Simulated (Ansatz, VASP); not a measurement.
**CdS: VASP beside Ansatz**

Contents of POSCAR:

```
CdS
1.0
    4.1647060644      0.0000000000      0.0000000000
   -2.0823530322      3.6067412511      0.0000000000
    0.0000000000      0.0000000000      6.7678927443
Cd S
2 2
Direct
    0.3333333333      0.6666666667     -0.0276467786
    0.6666666667      0.3333333333      0.4723532214
    0.3333333333      0.6666666667      0.4046467786
    0.6666666667      0.3333333333      0.9046467786
```

File INCAR.step1:

```
PREC = Accurate
ENCUT = 520
ISMEAR = 0
SIGMA = 0.01
LREAL = F
LASPH = T
NELM = 60
NBANDS = 26
GGA = PE
ALGO = Normal
EDIFF = 1E-4
LWAVE = T
LCHARG = F
```

INCAR.step2

```
PREC = Accurate
ENCUT = 520
EDIFF = 1E-6
ISMEAR = 0
SIGMA = 0.01
LREAL = F
LASPH = T
NELM = 60
ALGO = Normal
ISIF = 2
LWAVE = F
LCHARG = F
METAGGA = R2SCAN
LMIXTAU = T
NBANDS = 26
ISTART = 1
```

The input KPOINTS:

```
regular mesh
0
Gamma
  9 9 4
```

Input for Ansatz:

```yaml
crystal:
  lattice:
    - [4.1647060644, 0.0, 0.0]
    - [-2.0823530322, 3.6067412511, 0.0]
    - [0.0, 0.0, 6.7678927443]
  atoms:
    - { symbol: Cd, position: [0.3333333333, 0.6666666667, -0.0276467786] }
    - { symbol: Cd, position: [0.6666666667, 0.3333333333, 0.4723532214] }
    - { symbol: S, position: [0.3333333333, 0.6666666667, 0.4046467786] }
    - { symbol: S, position: [0.6666666667, 0.3333333333, 0.9046467786] }
basis:
  ecutwfc: 500
  xc_grid: 2
kpoints:
  mp_grid: { grid: [9, 9, 4] }
hamiltonian:
  xc: r2scan
  pseudopotentials: { kind: paw, azcp: { folder: soft_1 } }
scf:
  occupations: { method: fixed }
output:
  forces: true
  stress: true
  eigenvalues: true
  polarization: {}
```

Change from the starting cell: polar distortion scaled by 0.55.

Alike in both runs: task single point; functional r2SCAN; k mesh 9 × 9 × 4; no spin polarisation.

|  | VASP | Ansatz |
| --- | --- | --- |
| version | VASP 6.6.1 | Ansatz 0.2.0 |
| potentials or method | VASP PAW PBE potentials, release 64 (Cd, S), cutoff 520 eV | scalar-relativistic, plane waves, PAW |
| occupations | gaussian, width 0.01 eV | fixed |
| valence electrons in the cell | 36 | 52 |

Ansatz gave:

| Property | Result |
| --- | --- |
| gap on the k mesh at the Fermi level (eV) | 1.78 |
| least direct gap on the mesh (eV) | 1.78 |
| pressure (GPa) | 1.9 |
| traceless stress, the component that is largest in VASP (GPa) | -4.91 |
| rms of the force components (eV/Å) | 0.375 |

Q: What did VASP give for the same quantities?

A: gap on the k mesh at the Fermi level (eV): 1.79; least direct gap on the mesh (eV): 1.79; pressure (GPa): 2.2; traceless stress, the component that is largest in VASP (GPa): -5.11; rms of the force components (eV/Å): 0.385.

VASP's potentials were made for PBE, not for r2SCAN. Atom by atom the forces differ by 0.010 eV/Å (rms over components). VASP's potentials hold 36 valence electrons a cell and Ansatz's 52, so a difference there can come from the potentials and not from the codes.
